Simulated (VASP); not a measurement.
# Zn5O3 (P3m1) in VASP: further runs, part 2 of 2

VASP 6.6.1. Earlier steps stand in the parts before.

## (3) Single point, PBE (14.92 Å³/atom)

This run uses another cell than the first one, of 14.92 Å³/atom.

INCAR reads:

```
ALGO = Normal
EDIFF = 1E-6
ENCUT = 520
GGA = PE
ISIF = 2
ISMEAR = 0
LASPH = True
LCHARG = False
LREAL = False
LWAVE = False
NBANDS = 49
NELM = 100
PREC = Accurate
SIGMA = 0.1
```

KPOINTS reads:

```
k-points
0
Gamma
  12 12 4
```

POSCAR reads:

```
Zn5O3
1.0
    3.3185985246      0.0000000000      0.0000000000
   -1.6592992623      2.8739906272      0.0000000000
    0.0000000000      0.0000000000     12.5142718042
Zn O
5 3
Direct
    0.0000000000      0.0000000000      0.4294071663
    0.3333333333      0.6666666667      0.6503132717
    0.3333333333      0.6666666667      0.2127439657
    0.0000000000      0.0000000000      0.9957108179
    0.6666666667      0.3333333333      0.8411087175
    0.3333333333      0.6666666667      0.3736848292
    0.0000000000      0.0000000000      0.5911344430
    0.0000000000      0.0000000000      0.1568967885
```

Potentials or basis: VASP PAW PBE potentials, release 64 (Zn, O).

Command:

```console
> cat potpaw_PBE.64/Zn/POTCAR potpaw_PBE.64/O/POTCAR > POTCAR
> mpirun -np 1 vasp_std > vasp.out
```

OUTCAR:

```text
EDIFF = 1E-6
   ENCUT = 520
   GGA = PE
   ISIF = 2
   ISMEAR = 0
   LASPH = True
   LREAL = False
   NELM = 100
   PREC = Accurate

 ion  position               nearest neighbor table
   1  0.000  0.000  0.429-   7 2.02   6 2.04   6 2.04   6 2.04
   2  0.333  0.667  0.650-   7 2.05   7 2.05   7 2.05
   3  0.333  0.667  0.213-   6 2.01   8 2.04   8 2.04   8 2.04
   4  0.000  0.000  0.996-   8 2.02   5 2.72   5 2.72   5 2.72
   5  0.667  0.333  0.841-   4 2.72   4 2.72   4 2.72
   6  0.333  0.667  0.374-   3 2.01   1 2.04   1 2.04   1 2.04
   7  0.000  0.000  0.591-   1 2.02   2 2.05   2 2.05   2 2.05
   8  0.000  0.000  0.157-   4 2.02   3 2.04   3 2.04   3 2.04

  LATTYP: Found a hexagonal cell.
 ALAT       =     3.3185985246
 C/A-ratio  =     3.7709508130

  Lattice vectors:

 A1 = (   3.3185985246,   0.0000000000,   0.0000000000)
 A2 = (  -1.6592992623,   2.8739906272,   0.0000000000)
 A3 = (   0.0000000000,   0.0000000000,  12.5142718042)

Analysis of symmetry for initial positions (statically):
=====================================================================
 Subroutine PRICEL returns:
 Original cell was already a primitive cell.

 Routine SETGRP: Setting up the symmetry group for a
 hexagonal supercell.

 Subroutine GETGRP returns: Found  6 space group operations
 (whereof  6 operations were pure point group operations)
 out of a pool of 24 trial point group operations.

The static configuration has the point symmetry C_3v.

Analysis of symmetry for dynamics (positions and initial velocities):
=====================================================================
 Subroutine PRICEL returns:
 Original cell was already a primitive cell.

 Routine SETGRP: Setting up the symmetry group for a
 hexagonal supercell.

 Subroutine GETGRP returns: Found  6 space group operations
 (whereof  6 operations were pure point group operations)
 out of a pool of 24 trial point group operations.

The dynamic configuration has the point symmetry C_3v.

 Subroutine INISYM returns: Found  6 space group operations
 (whereof  6 operations are pure point group operations),
 and found     1 'primitive' translations

----------------------------------------------------------------------------------------

                                     Primitive cell

  volume of cell :     119.3564

  direct lattice vectors                    reciprocal lattice vectors
     3.318598525  0.000000000  0.000000000     0.301332021  0.173974123  0.000000000
    -1.659299262  2.873990627  0.000000000     0.000000000  0.347948247  0.000000000
     0.000000000  0.000000000 12.514271804     0.000000000  0.000000000  0.079908765

  length of vectors
     3.318598525  3.318598525 12.514271804     0.347948247  0.347948247  0.079908765

  position of ions in fractional coordinates (direct lattice)
     0.000000000  0.000000000  0.429407166
     0.333333333  0.666666667  0.650313272
     0.333333333  0.666666667  0.212743966
     0.000000000  0.000000000  0.995710818
     0.666666667  0.333333333  0.841108717
     0.333333333  0.666666667  0.373684829
     0.000000000  0.000000000  0.591134443
[... 25 lines left out ...]
     0.000000000  0.028995687  0.000000000     0.000000000  0.083333333  0.000000000
     0.000000000  0.000000000  0.019977191     0.000000000  0.000000000  0.250000000

  Length of vectors
     0.028995687  0.028995687  0.019977191

  Shift w.r.t. Gamma in fractional coordinates (k-lattice)
     0.000000000  0.000000000  0.000000000

 Subroutine IBZKPT returns following result:
 ===========================================

 Found     69 irreducible k-points:

 Following reciprocal coordinates:
            Coordinates               Weight
  0.000000  0.000000  0.000000      1.000000
  0.083333  0.000000  0.000000      6.000000
  0.166667  0.000000  0.000000      6.000000
  0.250000 -0.000000  0.000000      6.000000
  0.333333 -0.000000  0.000000      6.000000
  0.416667 -0.000000  0.000000      6.000000
[... 16 lines left out ...]
  0.166667  0.000000  0.250000      6.000000
  0.000000  0.166667  0.250000      6.000000
 [... further k-points ...]
   k-points           NKPTS =     69   k-points in BZ     NKDIM =     69   number of bands    NBANDS=     49
   number of dos      NEDOS =    301   number of ions     NIONS =      8
   total plane-waves  NPLWV =  75264
   dimension x,y,z NGX =    28 NGY =   28 NGZ =   96
   dimension x,y,z NGXF=    56 NGYF=   56 NGZF=  192
   ions per type =               5   3
   NGX,Y,Z   is equivalent  to a cutoff of  14.03, 14.03, 12.75 a.u.
   NGXF,Y,Z  is equivalent  to a cutoff of  28.05, 28.05, 25.51 a.u.
 SYSTEM =  unknown system
   PREC   = accura    normal or accurate (medium, high low for compatibility)
   ISTART =      0    job   : 0-new  1-cont  2-samecut
   ICHARG =      2    charge: 1-file 2-atom 10-const
   ISPIN  =      1    spin polarized calculation?
   LNONCOLLINEAR =      F non collinear calculations
   LSORBIT =      F    spin-orbit coupling
   LASPH  =      T    aspherical Exc in radial PAW
   ENCUT  =  520.0 eV  38.22 Ry    6.18 a.u.   6.17  6.17 23.27*2*pi/ulx,y,z
   NELM   =    100;   NELMIN=  2; NELMDL= -5     # of ELM steps
   EDIFF  = 0.1E-05   stopping-criterion for ELM
   LREAL  =      F    real-space projection
[... 7 lines left out ...]
   TEBEG  =    0.0;   TEEND  =   0.0 temperature during run
   PSTRESS=    0.0 pullay stress
   NELECT =      78.0000    total number of electrons
   NUPDOWN=      -1.0000    fix difference up-down
   EMIN   =  10.00;   EMAX   =-10.00  energy-range for DOS
   EFERMI =   0.00;   METHOD = LEGACY
   ISMEAR =     0;   SIGMA  =   0.10  broadening in eV -4-tet -1-fermi 0-gaus
   EFERMI_NEDOS =   21; number of points for ismear=-14 and -15
   IALGO  =     38    algorithm
   IMIX   =      4    mixing-type and parameters
     AMIX     =   0.40;   BMIX     =  1.00
     AMIX_MAG =   1.60;   BMIX_MAG =  1.00
  volume/ion in A,a.u.               =      14.92       100.68
  Fermi-wavevector in a.u.,A,eV,Ry     =   1.420663  2.684664 27.460422  2.018284
  Thomas-Fermi vector in A             =   2.541555
   LORBIT       =      0    0 simple, 1 ext, 2 COOP (PROOUT), +10 PAW based schemes
   GGA     = PE    functional components
   LHFCALC =     F    Hartree Fock is set to
   AEXX    =    0.0000 exact exchange contribution
   IVDW    =     0    specifies the selected vdW correction
   LEPSILON=     F    determine dielectric tensor
   LRPA    =     F    only Hartree local field effects (RPA)
 non-spin polarized calculation
 Gauss-broadening in eV      SIGMA  =   0.10
  energy-cutoff  :      520.00
  volume of cell :      119.36
 maximum number of plane-waves:      3239
 NGX is ok and might be reduce to    28
   NGX = 13   NGY = 13   NGZ = 47

 number of electron      78.0000009 magnetization

 Free energy of the ion-electron system (eV)
  ---------------------------------------------------
  ext. energy  EPLUGINS =         0.00000000
  ---------------------------------------------------
  free energy    TOTEN  =       -28.04512450 eV

  energy without entropy =      -28.04244349  energy(sigma->0) =      -28.04378400

 E-fermi :   1.7547     XC(G=0): -10.3097

 val. band max:        1.6686811978   @ k =   0.3333   0.3333   0.5000
 cond. band min:       1.7799070600   @ k =   0.4167  -0.0000   0.2500
 fundamental gap:      0.1112258622
 Fermi energy:         1.7546974316

 k-point     1 :       0.0000    0.0000    0.0000
  band No.  band energies     occupation
      1     -17.2812      2.00000
      2     -16.9972      2.00000
      3     -16.7316      2.00000
      4      -6.0380      2.00000
      5      -5.6225      2.00000
      6      -5.4480      2.00000
[... 1237 lines left out ...]
     48      10.3213      0.00000
     49      11.0535      0.00000

 [... further k-points ...]
[... 5 lines left out ...]
  --------------------------------------------------------------------------------------
  -------------------------------------------------------------------------------------
  Total       -4.2771731     -4.2771731     -4.2012925      0.0000000     -0.0000000      0.0000000
  in kB      -57.4145234    -57.4145234    -56.3959413      0.0000000     -0.0000000      0.0000000
  external PRESSURE =     -57.0749961 kB  Pullay stress =       0.0000000 kB

 VOLUME and BASIS-vectors are now :
 -----------------------------------------------------------------------------
  energy-cutoff  :      520.00
  volume of cell :      119.36
      direct lattice vectors                 reciprocal lattice vectors
     3.318598525  0.000000000  0.000000000     0.301332021  0.173974123  0.000000000
    -1.659299262  2.873990627  0.000000000     0.000000000  0.347948247  0.000000000
     0.000000000  0.000000000 12.514271804     0.000000000  0.000000000  0.079908765

 POSITION                                       TOTAL-FORCE (eV/Angst)
 -----------------------------------------------------------------------------------
      0.00000      0.00000      5.37372         0.000000      0.000000     -0.003078
     -0.00000      1.91599      8.13820         0.000000     -0.000000      0.045680
     -0.00000      1.91599      2.66234        -0.000000      0.000000     -0.011065
      0.00000      0.00000     12.46060        -0.000000      0.000000     -0.052268
      1.65930      0.95800     10.52586         0.000000      0.000000     -0.011186
     -0.00000      1.91599      4.67639        -0.000000      0.000000      0.009421
      0.00000      0.00000      7.39762        -0.000000      0.000000      0.008326
      0.00000      0.00000      1.96345         0.000000      0.000000      0.014171
 -----------------------------------------------------------------------------------
    total drift:                                0.000002     -0.000001      0.001703

  FREE ENERGIE OF THE ION-ELECTRON SYSTEM (eV)
  ---------------------------------------------------
  free  energy   TOTEN  =       -28.0451245012 eV

  energy  without entropy=      -28.0424434948  energy(sigma->0) =      -28.04378400
```

Run time: 5.2 min. Hardware: 1 thread of AMD EPYC 9R45 (Zen 5), shared host; peak memory 0.4 GiB.

What came out:

```
Free energy            : -28.0451 eV
Pressure               : -5.7 GPa
Largest force          : 0.052 eV/Å
Band gap on the k mesh : zero (bands 39 and 40 overlap by 0.90 eV)
```

Forces in eV/Å, atoms in the order of the input:
```
Zn   0.000  0.000 -0.003
Zn   0.000  0.000  0.046
Zn   0.000  0.000 -0.011
Zn   0.000  0.000 -0.052
Zn   0.000  0.000 -0.011
O    0.000  0.000  0.009
O    0.000  0.000  0.008
O    0.000  0.000  0.014
```

Stress tensor (GPa, compression positive):
```
-5.74  0.00  0.00
 0.00 -5.74  0.00
 0.00  0.00 -5.64
```

Levels at points of the mesh, in eV from the Fermi level:
| k point | band 37 | band 38 | band 39 | band 40 | band 41 | band 42 |
| --- | --- | --- | --- | --- | --- | --- |
| (0.00, 0.00, 0.00) | -1.70 | -1.70 | -1.40 | -0.67 | 2.03 | 2.19 |
| (0.50, 0.00, 0.00) | -2.44 | -2.31 | -1.86 | 0.67 | 1.62 | 3.77 |
| (0.00, 0.00, 0.50) | -2.03 | -1.70 | -1.70 | 0.39 | 0.76 | 3.08 |
| (0.50, 0.00, 0.50) | -2.43 | -2.21 | -1.92 | 0.60 | 1.71 | 3.79 |

Caveat: the cell stands under tension.

The gap in the log of VASP goes by the Fermi energy; the results here count the filled bands.